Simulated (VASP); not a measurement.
# InSb (Pmmn) in VASP: electric field gradients with PBEsol

Aim: the electric field gradients of InSb with PBEsol.

Everything below comes from runs of VASP 6.6.1. Logs are shortened: lines on timing, memory, paths and dates and some standing lists are left out, and cuts for length are marked.

**1. The cell of the first run**

Symmetry: Pmmn, No. 59, orthorhombic system. The conventional cell has a = 5.357 Å, b = 5.712 Å, c = 3.063 Å, α = 90.00°, β = 90.00°, γ = 90.00°. In (site symmetry mm2) has 8 Sb at 2.88 to 3.94 Å and 6 In at 3.06 to 4.06 Å within 4.1 Å. Within 4.5 Å of Sb (site symmetry mm2) lie 10 In at 2.88 to 4.45 Å and 10 Sb at 3.06 to 4.29 Å.

**2. Electric field gradients, PBEsol**

INCAR

```
PREC = Accurate ; ENCUT = 400
EDIFF = 1E-8 ; ISMEAR = -1
SIGMA = 0.05 ; LREAL = F
LASPH = T ; NELM = 120
ALGO = Normal ; ISIF = 2
LWAVE = F ; LCHARG = F
GGA = PS ; LEFG = T
NBANDS = 36 ; GGA_COMPAT = F
```

KPOINTS

```
Automatic mesh
0
Gamma
  9 8 15
```

POSCAR

```
InSb
1.0
    5.3570000000      0.0000000000      0.0000000000
    0.0000000000      5.7120000000      0.0000000000
    0.0000000000      0.0000000000      3.0630000000
In Sb
2 2
Direct
    0.0000000000      0.0000000000      0.1722389182
    0.5000000000      0.5000000000     -0.1722389182
    0.5000000000      0.0000000000      0.7149606498
    0.0000000000      0.5000000000      0.2850393502
```

Potentials or basis: VASP PAW PBE potentials, release 64 (In_d, Sb_d_GW).

Command:

```console
$ cat potpaw_PBE.64/In_d/POTCAR potpaw_PBE.64/Sb_d_GW/POTCAR > POTCAR
$ mpirun -np 1 vasp_std > vasp.out
```

OUTCAR:

```text
PREC = Accurate
   ENCUT = 400
   EDIFF = 1E-8
   ISMEAR = -1
   LREAL = F
   LASPH = T
   NELM = 120
   ISIF = 2
   GGA = PS

 ion  position               nearest neighbor table
   1  0.000  0.000  0.172-   4 2.88   4 2.88   3 3.02   3 3.02   3 3.15   3 3.15
   2  0.500  0.500  0.828-   3 2.88   3 2.88   4 3.02   4 3.02   4 3.15   4 3.15
   3  0.500  0.000  0.715-   2 2.88   2 2.88   1 3.02   1 3.02   1 3.15   1 3.15
   4  0.000  0.500  0.285-   1 2.88   1 2.88   2 3.02   2 3.02   2 3.15   2 3.15

  LATTYP: Found a simple orthorhombic cell.
 ALAT       =     3.0630000000
 B/A-ratio  =     1.7489389487
 C/A-ratio  =     1.8648383937

  Lattice vectors:

 A1 = (   0.0000000000,   0.0000000000,   3.0630000000)
 A2 = (   5.3570000000,   0.0000000000,   0.0000000000)
 A3 = (   0.0000000000,   5.7120000000,   0.0000000000)

Analysis of symmetry for initial positions (statically):
=====================================================================
 Subroutine PRICEL returns:
 Original cell was already a primitive cell.

 Routine SETGRP: Setting up the symmetry group for a
 simple orthorhombic supercell.

 Subroutine GETGRP returns: Found  8 space group operations
 (whereof  4 operations were pure point group operations)
 out of a pool of  8 trial point group operations.

The static configuration has the point symmetry C_2v.
 The point group associated with its full space group is D_2h.

Analysis of symmetry for dynamics (positions and initial velocities):
=====================================================================
 Subroutine PRICEL returns:
 Original cell was already a primitive cell.

 Routine SETGRP: Setting up the symmetry group for a
 simple orthorhombic supercell.

 Subroutine GETGRP returns: Found  8 space group operations
 (whereof  4 operations were pure point group operations)
 out of a pool of  8 trial point group operations.

The dynamic configuration has the point symmetry C_2v.
 The point group associated with its full space group is D_2h.

 Subroutine INISYM returns: Found  8 space group operations
 (whereof  4 operations are pure point group operations),
 and found     1 'primitive' translations

----------------------------------------------------------------------------------------

                                     Primitive cell

  volume of cell :      93.7253

  direct lattice vectors                    reciprocal lattice vectors
     5.357000000  0.000000000  0.000000000     0.186671645  0.000000000  0.000000000
     0.000000000  5.712000000  0.000000000     0.000000000  0.175070028  0.000000000
     0.000000000  0.000000000  3.063000000     0.000000000  0.000000000  0.326477310

  length of vectors
     5.357000000  5.712000000  3.063000000     0.186671645  0.175070028  0.326477310

  position of ions in fractional coordinates (direct lattice)
     0.000000000  0.000000000  0.172238918
     0.500000000  0.500000000  0.827761082
     0.500000000  0.000000000  0.714960650
     0.000000000  0.500000000  0.285039350

  ion indices of the primitive-cell ions
   primitive index   ion index
                 1           1
                 2           2
                 3           3
                 4           4

----------------------------------------------------------------------------------------

 KPOINTS: Automatic mesh

Automatic generation of k-mesh.
 Grid dimensions read from file:
 generate k-points for:    9    8   15

 Generating k-lattice:

  Cartesian coordinates                     Fractional coordinates (reciprocal lattice)
     0.020741294  0.000000000  0.000000000     0.111111111  0.000000000  0.000000000
     0.000000000  0.021883754  0.000000000     0.000000000  0.125000000  0.000000000
     0.000000000  0.000000000  0.021765154     0.000000000  0.000000000  0.066666667
[... 43 lines left out ...]
   dimension x,y,z NGXF=    72 NGYF=   80 NGZF=   40
   ions per type =               2   2
   NGX,Y,Z   is equivalent  to a cutoff of  11.17, 11.64, 10.86 a.u.
   NGXF,Y,Z  is equivalent  to a cutoff of  22.34, 23.28, 21.71 a.u.
 SYSTEM =  unknown system
   PREC   = accura    normal or accurate (medium, high low for compatibility)
   ISTART =      0    job   : 0-new  1-cont  2-samecut
   ICHARG =      2    charge: 1-file 2-atom 10-const
   ISPIN  =      1    spin polarized calculation?
   LNONCOLLINEAR =      F non collinear calculations
   LSORBIT =      F    spin-orbit coupling
   LASPH  =      T    aspherical Exc in radial PAW
   ENCUT  =  400.0 eV  29.40 Ry    5.42 a.u.   8.74  9.31  4.99*2*pi/ulx,y,z
   NELM   =    120;   NELMIN=  2; NELMDL= -5     # of ELM steps
   EDIFF  = 0.1E-07   stopping-criterion for ELM
   LREAL  =      F    real-space projection
   EDIFFG = 0.1E-06   stopping-criterion for IOM
   NSW    =      0    number of steps for IOM
   IBRION =     -1    ionic relax: 0-MD 1-quasi-New 2-CG
   NFREE  =      0    steps in history (QN), initial steepest desc. (CG)
   ISIF   =      2    stress and relaxation
   ISYM   =      2    0-nonsym 1-usesym 2-fastsym
   POTIM  = 0.5000    time-step for ionic-motion
   TEBEG  =    0.0;   TEEND  =   0.0 temperature during run
   PSTRESS=    0.0 pullay stress
   NELECT =      56.0000    total number of electrons
   NUPDOWN=      -1.0000    fix difference up-down
   EMIN   =  10.00;   EMAX   =-10.00  energy-range for DOS
   EFERMI =   0.00;   METHOD = LEGACY
   ISMEAR =    -1;   SIGMA  =   0.05  broadening in eV -4-tet -1-fermi 0-gaus
   EFERMI_NEDOS =   21; number of points for ismear=-14 and -15
   IALGO  =     38    algorithm
   IMIX   =      4    mixing-type and parameters
     AMIX     =   0.40;   BMIX     =  1.00
     AMIX_MAG =   1.60;   BMIX_MAG =  1.00
  volume/ion in A,a.u.               =      23.43       158.12
  Fermi-wavevector in a.u.,A,eV,Ry     =   1.378855  2.605658 25.867951  1.901241
  Thomas-Fermi vector in A             =   2.503878
   LORBIT       =      0    0 simple, 1 ext, 2 COOP (PROOUT), +10 PAW based schemes
   GGA     = PS    functional components
   LHFCALC =     F    Hartree Fock is set to
   AEXX    =    0.0000 exact exchange contribution
   IVDW    =     0    specifies the selected vdW correction
   LEPSILON=     F    determine dielectric tensor
   LRPA    =     F    only Hartree local field effects (RPA)
 non-spin polarized calculation
  energy-cutoff  :      400.00
  volume of cell :       93.73
 maximum number of plane-waves:      1728
 NGX is ok and might be reduce to    36
   NGX = 17   NGY = 19   NGZ =  9

 number of electron      56.0000000 magnetization

 Free energy of the ion-electron system (eV)
  ---------------------------------------------------
  ext. energy  EPLUGINS =         0.00000000
  ---------------------------------------------------
  free energy    TOTEN  =       -14.83095455 eV

  energy without entropy =      -14.81693541  energy(sigma->0) =      -14.82394498

 E-fermi :   8.2364     XC(G=0): -11.1450

 val. band max:        8.2354556861   @ k =   0.1111   0.5000   0.2000
 cond. band min:       8.2378267654   @ k =   0.4444   0.1250   0.0000
 fundamental gap:      0.0023710794
 Fermi energy:         8.2363805159

 k-point     1 :       0.0000    0.0000    0.0000
  band No.  band energies     occupation
      1     -20.9732      2.00000
      2     -20.9727      2.00000
      3     -20.8438      2.00000
      4     -20.8438      2.00000
      5     -20.8414      2.00000
      6     -20.8380      2.00000
[... 925 lines left out ...]
     35      16.3640      0.00000
     36      16.3920      0.00000

 [... further k-points ...]

------------------------ aborting loop because EDIFF is reached ----------------------------------------

  FORCE on cell =-STRESS in cart. coord.  units (eV):
  Direction    XX          YY          ZZ          XY          YZ          ZX
  --------------------------------------------------------------------------------------
  -------------------------------------------------------------------------------------
  Total        4.9575053      5.7774627      5.8848985      0.0000000      0.0000000      0.0000000
  in kB       84.7455546     98.7622306    100.5987806      0.0000000      0.0000000      0.0000000
  external PRESSURE =      94.7021886 kB  Pullay stress =       0.0000000 kB

 VOLUME and BASIS-vectors are now :
 -----------------------------------------------------------------------------
  energy-cutoff  :      400.00
  volume of cell :       93.73
      direct lattice vectors                 reciprocal lattice vectors
     5.357000000  0.000000000  0.000000000     0.186671645  0.000000000  0.000000000
     0.000000000  5.712000000  0.000000000     0.000000000  0.175070028  0.000000000
     0.000000000  0.000000000  3.063000000     0.000000000  0.000000000  0.326477310

 POSITION                                       TOTAL-FORCE (eV/Angst)
 -----------------------------------------------------------------------------------
      0.00000      0.00000      0.52757         0.000000      0.000000      0.006530
      2.67850      2.85600      2.53543         0.000000      0.000000     -0.006530
      2.67850      0.00000      2.18992         0.000000      0.000000      0.011182
      0.00000      2.85600      0.87308         0.000000      0.000000     -0.011182
 -----------------------------------------------------------------------------------
    total drift:                                0.000000     -0.000000     -0.000000

  FREE ENERGIE OF THE ION-ELECTRON SYSTEM (eV)
  ---------------------------------------------------
  free  energy   TOTEN  =       -14.8309545505 eV

  energy  without entropy=      -14.8169354118  energy(sigma->0) =      -14.82394498

 Electric field gradients (V/A^2)
---------------------------------------------------------------------
 ion       V_xx      V_yy      V_zz      V_xy      V_xz      V_yz
---------------------------------------------------------------------
   1      37.823   -55.577    17.754    -0.000    -0.000     0.000
   2      37.823   -55.577    17.754     0.000     0.000     0.000
   3      -1.715  -111.730   113.445    -0.000    -0.000     0.000
   4      -1.715  -111.730   113.445     0.000     0.000     0.000
---------------------------------------------------------------------

 Electric field gradients after diagonalization (V/A^2)
 (convention: |V_zz| > |V_xx| > |V_yy|)
----------------------------------------------------------------------
 ion       V_xx      V_yy      V_zz     asymmetry (V_yy - V_xx)/ V_zz
----------------------------------------------------------------------
   1      37.823    17.754   -55.577       0.361
   2      37.823    17.754   -55.577       0.361
   3    -111.730    -1.715   113.445       0.970
   4    -111.730    -1.715   113.445       0.970
----------------------------------------------------------------------

           NMR quadrupolar parameters

 Cq : quadrupolar parameter    Cq=e*Q*V_zz/h
 eta: asymmetry parameters     (V_yy - V_xx)/ V_zz
 Q  : nuclear electric quadrupole moment in mb (millibarn)
----------------------------------------------------------------------
 ion       Cq(MHz)       eta       Q (mb)
----------------------------------------------------------------------
   1      -0.134       0.361       1.000
   2      -0.134       0.361       1.000
   3       0.274       0.970       1.000
   4       0.274       0.970       1.000
----------------------------------------------------------------------
```

Run time: 3 min. Hardware: 1 thread of Intel Xeon 6975P-C (Granite Rapids), shared host; peak memory 0.52 GiB.

Results:

```
Free energy                             : -14.8310 eV
Pressure                                : 9.5 GPa
Largest force                           : 0.011 eV/Å
Band gap on the k mesh                  : zero (bands 28 and 29 overlap by 3.71 eV)
Largest electric field gradient by atom : In -55.6; Sb +113.4 V/Å²
```

Forces on the atoms (eV/Å):
```
In   0.000  0.000  0.007
In   0.000  0.000 -0.007
Sb   0.000  0.000  0.011
Sb   0.000  0.000 -0.011
```

Stress tensor (GPa, compression positive):
```
 8.47  0.00  0.00
 0.00  9.88  0.00
 0.00  0.00 10.06
```

Electric field gradients, principal values (V/Å²):
```
atom   least    middle  greatest (by size)
1 In  17.754    37.823             -55.577
2 In  17.754    37.823             -55.577
3 Sb  -1.715  -111.730             113.445
4 Sb  -1.715  -111.730             113.445
```

Caveat: the cell stands under pressure; without QUAD_EFG the Cq values of the log hold for a quadrupole moment of 1 mb, not for the nuclei; the PAW data sets were made with another functional, which shifts forces and pressure a little; spin-orbit coupling is left out, which moves the levels of the heavy elements.
